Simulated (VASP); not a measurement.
SnSe2, 3 atoms in the cell. It takes space group C2/m (No. 12, monoclinic). Conventional cell: a = 5.858 Å, b = 3.811 Å, c = 6.137 Å, α = 90.00°, β = 90.00°, γ = 90.00°. Sn (site symmetry 2/m) has 6 Se at 2.48 to 2.63 Å within 3.3 Å. Se (site symmetry m) has 3 Sn at 2.48 to 2.63 Å within 3.3 Å.  This cell differs from its parent crystal: strain -0.1125 x Voigt [0, 1, 0, 0, 0, 0].

| Item | Value |
| --- | --- |
| Program | VASP 6.6.1 |
| Task | single point |
| Functional | PBEsol |
| Potentials or basis | VASP PAW PBE potentials, release 64 (Sn_d, Se) |
| Cutoff | 520 eV |
| k mesh | 12 × 12 × 6 |
| Occupations | gaussian, width 0.05 eV |
| Spin | no spin polarisation |
| Dipole correction | no |
| Further INCAR settings | ALGO = Normal; EDIFF = 1e-07; NBANDS = 20 |

Potentials or basis: VASP PAW PBE potentials, release 64 (Sn_d, Se).

Launch:

```sh
$ cat potpaw_PBE.64/Sn_d/POTCAR potpaw_PBE.64/Se/POTCAR > POTCAR
$ mpirun -np 1 vasp_std > vasp.out
```

Hardware: 1 thread of AMD EPYC 9R45 96-Core Processor (Zen 5), with other jobs on the host.

**Question.** Estimate the wall time of this run.

**Answer.** Wall time 2.9 min on 1 thread of AMD EPYC 9R45 96-Core Processor (Zen 5), on a shared host, peak memory 0.39 GiB. Counts: scf iterations 14, k points 242.
